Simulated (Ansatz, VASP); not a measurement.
KCl in VASP and in Ansatz

The input INCAR:

```
SYSTEM = KCl
ALGO = Normal ; EDIFF = 1E-6
ENCUT = 520 ; GGA = PE
ISIF = 2 ; ISMEAR = -1
LASPH = .True. ; LCHARG = .False.
LREAL = .False. ; LWAVE = .False.
NBANDS = 15 ; NELM = 80
PREC = Accurate ; SIGMA = 0.01
```

KPOINTS

```
k-points
0
Gamma
  7 7 7
  0 0 0
```

File POSCAR:

```
KCl
1.0
    3.6640344199      0.0000000000      0.0000000000
    0.0000000000      3.6640344199      0.0000000000
    0.0000000000      0.0000000000      3.6640344199
K Cl
1 1
Direct
    0.0000000000      0.0000000000      0.0000000000
    0.5000000000      0.5000000000      0.5000000000
```

Input for Ansatz:

```yaml
crystal:
  lattice:
    - [3.6640344199, 0.0, 0.0]
    - [0.0, 3.6640344199, 0.0]
    - [0.0, 0.0, 3.6640344199]
  atoms:
    - { symbol: K, position: [0.0, 0.0, 0.0] }
    - { symbol: Cl, position: [0.5, 0.5, 0.5] }
kpoints:
  mp_grid: { grid: [7, 7, 7] }
scf:
  occupations: { method: fermi_dirac, width: 0.01 }
hamiltonian:
  xc: pbe
  pseudopotentials: { kind: all_electron, lapw: { basis_error: 0.001 } }
output:
  forces: true
  stress: true
  eigenvalues: true
```

Change from the starting cell: volume scaled by 1.025.

Alike in both runs: task single point; functional PBE; k mesh 7 × 7 × 7; occupations fermi-dirac, width 0.01 eV; no spin polarisation.

```csv
,VASP,Ansatz
version,VASP 6.6.1,Ansatz 0.2.0
potentials or method,"VASP PAW PBE potentials, release 64 (K_sv, Cl), cutoff 520 eV","all-electron LAPW, scalar-relativistic"
```

|  | VASP | Ansatz | Ansatz less VASP |
| --- | --- | --- | --- |
| gap on the k mesh at the Fermi level (eV) | 5.48 | 5.48 | +0.002 |
| pressure (GPa) | 3.6 | 3.6 | -0.05 |

Ansatz ran all-electron here, and VASP with PAW potentials.
